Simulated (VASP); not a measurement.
# SnO2 (d3) (Pbcn) in VASP: single point with PBEsol+D3(BJ)

Aim: the single point of SnO2 (d3) with PBEsol+D3(BJ).

All numbers are computed with VASP 6.6.1; they aren't measurements. Logs are shortened: lines on timing, memory, paths and dates and some standing lists are left out, and cuts for length are marked.

**1. The cell of the first run**

The structure is orthorhombic, space group Pbcn (No. 60). Conventional cell: a = 4.723 Å, b = 5.719 Å, c = 5.224 Å, α = 90.00°, β = 90.00°, γ = 90.00°. Within 2.7 Å of Sn (site symmetry 2) lie 6 O at 2.03 to 2.10 Å. Within 2.7 Å of O (site symmetry 1) lie 3 Sn at 2.03 to 2.10 Å and 1 O at 2.62 Å.

**2. Single point, PBEsol+D3(BJ)**

INCAR

```
PREC = Accurate
ENCUT = 600
EDIFF = 1E-6
ISMEAR = 0
SIGMA = 0.02
LREAL = F
LASPH = T
NELM = 120
ALGO = Normal
ISIF = 2
LWAVE = F
LCHARG = T
GGA = PS
IVDW = 12
LELF = T
LVHAR = T
NBANDS = 64
GGA_COMPAT = F
```

KPOINTS

```
regular mesh
0
Gamma
  6 6 6
```

POSCAR

```
SnO2
1.0
    4.7232124425      0.0000000000      0.0000000000
    0.0000000000      5.7191295530      0.0000000000
    0.0000000000      0.0000000000      5.2244299570
Sn O
4 8
Direct
    0.5000000000      0.6673738034      0.7500000000
    0.0000000000      0.8326261966      0.2500000000
    0.5000000000      0.3326261966      0.2500000000
    0.0000000000      0.1673738034      0.7500000000
    0.7319314357      0.6042336823      0.0771160388
    0.2319314357      0.8957663177      0.9228839612
    0.7680685643      0.8957663177      0.5771160388
    0.2680685643      0.6042336823      0.4228839612
    0.7319314357      0.3957663177      0.5771160388
    0.2319314357      0.1042336823      0.4228839612
    0.7680685643      0.1042336823      0.0771160388
    0.2680685643      0.3957663177      0.9228839612
```

Potentials or basis: VASP PAW PBE potentials, release 64 (Sn_d, O).

Launch:

```console
cat potpaw_PBE.64/Sn_d/POTCAR potpaw_PBE.64/O/POTCAR > POTCAR
mpirun -np 1 vasp_std > vasp.out
```

OUTCAR:

```text
PREC = Accurate
   ENCUT = 600
   EDIFF = 1E-6
   ISMEAR = 0
   LREAL = F
   LASPH = T
   NELM = 120
   ISIF = 2
   GGA = PS
   IVDW = 12
 IVDW          = 12

 ion  position               nearest neighbor table
   1  0.500  0.667  0.750-   6 2.03   7 2.03   5 2.06   8 2.06   9 2.10  12 2.10   3 3.24   3 3.24
                             2 3.65   2 3.65   2 3.65   2 3.65   4 3.71   4 3.71   4 3.71   4 3.71
   2  0.000  0.833  0.250-   5 2.03   8 2.03   7 2.06   6 2.06  10 2.10  11 2.10   4 3.24   4 3.24
                             1 3.65   1 3.65   1 3.65   1 3.65   3 3.71   3 3.71   3 3.71   3 3.71
   3  0.500  0.333  0.250-  10 2.03  11 2.03   9 2.06  12 2.06   5 2.10   8 2.10   1 3.24   1 3.24
                             4 3.65   4 3.65   4 3.65   4 3.65   2 3.71   2 3.71   2 3.71   2 3.71
   4  0.000  0.167  0.750-   9 2.03  12 2.03  11 2.06  10 2.06   6 2.10   7 2.10   2 3.24   2 3.24
                             3 3.65   3 3.65   3 3.65   3 3.65   1 3.71   1 3.71   1 3.71   1 3.71
   5  0.732  0.604  0.077-   2 2.03   1 2.06   3 2.10
   6  0.232  0.896  0.923-   1 2.03   2 2.06   4 2.10
   7  0.768  0.896  0.577-   1 2.03   2 2.06   4 2.10
   8  0.268  0.604  0.423-   2 2.03   1 2.06   3 2.10
   9  0.732  0.396  0.577-   4 2.03   3 2.06   1 2.10
  10  0.232  0.104  0.423-   3 2.03   4 2.06   2 2.10
  11  0.768  0.104  0.077-   3 2.03   4 2.06   2 2.10
  12  0.268  0.396  0.923-   4 2.03   3 2.06   1 2.10

  LATTYP: Found a simple orthorhombic cell.
 ALAT       =     4.7232124425
 B/A-ratio  =     1.1061179273
 C/A-ratio  =     1.2108558788

  Lattice vectors:

 A1 = (  -4.7232124425,   0.0000000000,   0.0000000000)
 A2 = (   0.0000000000,   0.0000000000,   5.2244299570)
 A3 = (   0.0000000000,   5.7191295530,   0.0000000000)

Analysis of symmetry for initial positions (statically):
=====================================================================
 Subroutine PRICEL returns:
 Original cell was already a primitive cell.

 Routine SETGRP: Setting up the symmetry group for a
 simple orthorhombic supercell.

 Subroutine GETGRP returns: Found  8 space group operations
 (whereof  2 operations were pure point group operations)
 out of a pool of  8 trial point group operations.

The static configuration has the point symmetry S_2 .
 The point group associated with its full space group is D_2h.

Analysis of symmetry for dynamics (positions and initial velocities):
=====================================================================
 Subroutine PRICEL returns:
 Original cell was already a primitive cell.

 Routine SETGRP: Setting up the symmetry group for a
 simple orthorhombic supercell.

 Subroutine GETGRP returns: Found  8 space group operations
 (whereof  2 operations were pure point group operations)
 out of a pool of  8 trial point group operations.

The dynamic configuration has the point symmetry S_2 .
 The point group associated with its full space group is D_2h.

 Subroutine INISYM returns: Found  8 space group operations
 (whereof  2 operations are pure point group operations),
 and found     1 'primitive' translations

----------------------------------------------------------------------------------------

                                     Primitive cell

  volume of cell :     141.1258

  direct lattice vectors                    reciprocal lattice vectors
     4.723212443  0.000000000  0.000000000     0.211720309  0.000000000  0.000000000
     0.000000000  5.719129553  0.000000000     0.000000000  0.174851783  0.000000000
     0.000000000  0.000000000  5.224429957     0.000000000  0.000000000  0.191408442

  length of vectors
     4.723212443  5.719129553  5.224429957     0.211720309  0.174851783  0.191408442

  position of ions in fractional coordinates (direct lattice)
     0.500000000  0.667373803  0.750000000
     0.000000000  0.832626197  0.250000000
     0.500000000  0.332626197  0.250000000
     0.000000000  0.167373803  0.750000000
     0.731931436  0.604233682  0.077116039
     0.231931436  0.895766318  0.922883961
     0.768068564  0.895766318  0.577116039
     0.268068564  0.604233682  0.422883961
     0.731931436  0.395766318  0.577116039
     0.231931436  0.104233682  0.422883961
     0.768068564  0.104233682  0.077116039
     0.268068564  0.395766318  0.922883961

  ion indices of the primitive-cell ions
   primitive index   ion index
                 1           1
                 2           2
                 3           3
                 4           4
                 5           5
                 6           6
                 7           7
                 8           8
                 9           9
                10          10
                11          11
                12          12

----------------------------------------------------------------------------------------

 KPOINTS: regular mesh

Automatic generation of k-mesh.
 Grid dimensions read from file:
 generate k-points for:    6    6    6

 Generating k-lattice:

  Cartesian coordinates                     Fractional coordinates (reciprocal lattice)
     0.035286718  0.000000000  0.000000000     0.166666667  0.000000000  0.000000000
     0.000000000  0.029141964  0.000000000     0.000000000  0.166666667  0.000000000
     0.000000000  0.000000000  0.031901407     0.000000000  0.000000000  0.166666667

  Length of vectors
     0.035286718  0.029141964  0.031901407

  Shift w.r.t. Gamma in fractional coordinates (k-lattice)
     0.000000000  0.000000000  0.000000000

 Subroutine IBZKPT returns following result:
 ===========================================

 Found     64 irreducible k-points:

 Following reciprocal coordinates:
            Coordinates               Weight
  0.000000  0.000000  0.000000      1.000000
  0.166667  0.000000  0.000000      2.000000
  0.333333  0.000000  0.000000      2.000000
  0.500000  0.000000  0.000000      1.000000
  0.000000  0.166667  0.000000      2.000000
  0.166667  0.166667  0.000000      4.000000
[... 16 lines left out ...]
  0.333333  0.166667  0.166667      8.000000
  0.500000  0.166667  0.166667      4.000000
 [... further k-points ...]
   k-points           NKPTS =     64   k-points in BZ     NKDIM =     64   number of bands    NBANDS=     64
   number of dos      NEDOS =    301   number of ions     NIONS =     12
   total plane-waves  NPLWV =  80640
   dimension x,y,z NGX =    40 NGY =   48 NGZ =   42
   dimension x,y,z NGXF=    80 NGYF=   96 NGZF=   84
   ions per type =               4   8
   NGX,Y,Z   is equivalent  to a cutoff of  14.08, 13.95, 13.36 a.u.
   NGXF,Y,Z  is equivalent  to a cutoff of  28.16, 27.91, 26.73 a.u.
 SYSTEM =  unknown system
   PREC   = accura    normal or accurate (medium, high low for compatibility)
   ISTART =      0    job   : 0-new  1-cont  2-samecut
   ICHARG =      2    charge: 1-file 2-atom 10-const
   ISPIN  =      1    spin polarized calculation?
   LNONCOLLINEAR =      F non collinear calculations
   LSORBIT =      F    spin-orbit coupling
   LASPH  =      T    aspherical Exc in radial PAW
   ENCUT  =  600.0 eV  44.10 Ry    6.64 a.u.   9.43 11.42 10.43*2*pi/ulx,y,z
   NELM   =    120;   NELMIN=  2; NELMDL= -5     # of ELM steps
   EDIFF  = 0.1E-05   stopping-criterion for ELM
   LREAL  =      F    real-space projection
   EDIFFG = 0.1E-04   stopping-criterion for IOM
   NSW    =      0    number of steps for IOM
   IBRION =     -1    ionic relax: 0-MD 1-quasi-New 2-CG
   NFREE  =      0    steps in history (QN), initial steepest desc. (CG)
   ISIF   =      2    stress and relaxation
   ISYM   =      2    0-nonsym 1-usesym 2-fastsym
   POTIM  = 0.5000    time-step for ionic-motion
   TEBEG  =    0.0;   TEEND  =   0.0 temperature during run
   PSTRESS=    0.0 pullay stress
   NELECT =     104.0000    total number of electrons
   NUPDOWN=      -1.0000    fix difference up-down
   EMIN   =  10.00;   EMAX   =-10.00  energy-range for DOS
   EFERMI =   0.00;   METHOD = LEGACY
   ISMEAR =     0;   SIGMA  =   0.02  broadening in eV -4-tet -1-fermi 0-gaus
   EFERMI_NEDOS =   21; number of points for ismear=-14 and -15
   IALGO  =     38    algorithm
   IMIX   =      4    mixing-type and parameters
     AMIX     =   0.40;   BMIX     =  1.00
     AMIX_MAG =   1.60;   BMIX_MAG =  1.00
  volume/ion in A,a.u.               =      11.76        79.36
  Fermi-wavevector in a.u.,A,eV,Ry     =   1.478713  2.794362 29.750385  2.186592
  Thomas-Fermi vector in A             =   2.592960
   LORBIT       =      0    0 simple, 1 ext, 2 COOP (PROOUT), +10 PAW based schemes
   GGA     = PS    functional components
   LHFCALC =     F    Hartree Fock is set to
   AEXX    =    0.0000 exact exchange contribution
   IVDW    =    12    specifies the selected vdW correction
   LEPSILON=     F    determine dielectric tensor
   LRPA    =     F    only Hartree local field effects (RPA)
 non-spin polarized calculation
 Gauss-broadening in eV      SIGMA  =   0.02
  energy-cutoff  :      600.00
  volume of cell :      141.13
 maximum number of plane-waves:      4742
 NGX is ok and might be reduce to    40
   NGX = 19   NGY = 23   NGZ = 21

 number of electron     104.0000021 magnetization

 Free energy of the ion-electron system (eV)
  ---------------------------------------------------
  ext. energy  EPLUGINS =         0.00000000
  ---------------------------------------------------
  free energy    TOTEN  =       -79.16016727 eV

  energy without entropy =      -79.16016727  energy(sigma->0) =      -79.16016727

 E-fermi :   6.0104     XC(G=0): -11.6529

 val. band max:        5.8654921188   @ k =   0.0000   0.0000   0.0000
 cond. band min:       7.2649188587   @ k =   0.0000   0.0000   0.0000
 fundamental gap:      1.3994267399
 Fermi energy:         6.0104155146

 k-point     1 :       0.0000    0.0000    0.0000
  band No.  band energies     occupation
      1     -14.7072      2.00000
      2     -14.5747      2.00000
      3     -14.4880      2.00000
      4     -14.1758      2.00000
      5     -14.0344      2.00000
      6     -13.8659      2.00000
[... 1597 lines left out ...]
     63      16.7261      0.00000
     64      16.7531      0.00000

 [... further k-points ...]

------------------------ aborting loop because EDIFF is reached ----------------------------------------

 Edisp (eV)   -2.34643

 E8    (eV) :    -1.4791

  FORCE on cell =-STRESS in cart. coord.  units (eV):
  Direction    XX          YY          ZZ          XY          YZ          ZX
  --------------------------------------------------------------------------------------
  -------------------------------------------------------------------------------------
  Total       0.41529     0.42559     0.54248     0.00000     0.00000     0.00000
  in kB       4.71469     4.83169     6.15874     0.00000     0.00000     0.00000
  external pressure =        5.24 kB  Pullay stress =        0.00 kB

 VOLUME and BASIS-vectors are now :
 -----------------------------------------------------------------------------
  energy-cutoff  :      600.00
  volume of cell :      141.13
      direct lattice vectors                 reciprocal lattice vectors
     4.723212443  0.000000000  0.000000000     0.211720309  0.000000000  0.000000000
     0.000000000  5.719129553  0.000000000     0.000000000  0.174851783  0.000000000
     0.000000000  0.000000000  5.224429957     0.000000000  0.000000000  0.191408442

 POSITION                                       TOTAL-FORCE (eV/Angst)
 -----------------------------------------------------------------------------------
      2.36161      3.81680      3.91832         0.000000      0.020188     -0.000000
      0.00000      4.76190      1.30611         0.000000     -0.020188     -0.000000
      2.36161      1.90233      1.30611         0.000000     -0.020188     -0.000000
      0.00000      0.95723      3.91832         0.000000      0.020188     -0.000000
      3.45707      3.45569      0.40289         0.012465     -0.002802      0.003631
      1.09546      5.12300      4.82154         0.012465      0.002802     -0.003631
      3.62775      5.12300      3.01510        -0.012465      0.002802      0.003631
      1.26614      3.45569      2.20933        -0.012465     -0.002802     -0.003631
      3.45707      2.26344      3.01510         0.012465      0.002802      0.003631
      1.09546      0.59613      2.20933         0.012465     -0.002802     -0.003631
      3.62775      0.59613      0.40289        -0.012465     -0.002802      0.003631
      1.26614      2.26344      4.82154        -0.012465      0.002802     -0.003631
 -----------------------------------------------------------------------------------
    total drift:                                0.000000      0.000000      0.000000

  FREE ENERGIE OF THE ION-ELECTRON SYSTEM (eV)
  ---------------------------------------------------
  free  energy   TOTEN  =       -81.5066009194 eV

  energy  without entropy=      -81.5066009194  energy(sigma->0) =      -81.50660092
```

Run time: 19 min. Hardware: 1 thread of Intel Xeon 8259CL, shared host; peak memory 0.61 GiB.

What came out:

```
Free energy                : -81.5066 eV
Pressure                   : 0.5 GPa
Largest force              : 0.020 eV/Å
Band gap on the k mesh     : 1.40 eV, direct
Dispersion energy per atom : -0.196 eV
```

Forces on the atoms (eV/Å):
```
Sn   0.000  0.020  0.000
Sn   0.000 -0.020  0.000
Sn   0.000 -0.020  0.000
Sn   0.000  0.020  0.000
O    0.012 -0.003  0.004
O    0.012  0.003 -0.004
O   -0.012  0.003  0.004
O   -0.012 -0.003 -0.004
O    0.012  0.003  0.004
O    0.012 -0.003 -0.004
O   -0.012 -0.003  0.004
O   -0.012  0.003 -0.004
```

Caveat: the PAW data sets were made with another functional, which shifts forces and pressure a little; spin-orbit coupling is left out, which moves the levels of the heavy elements.
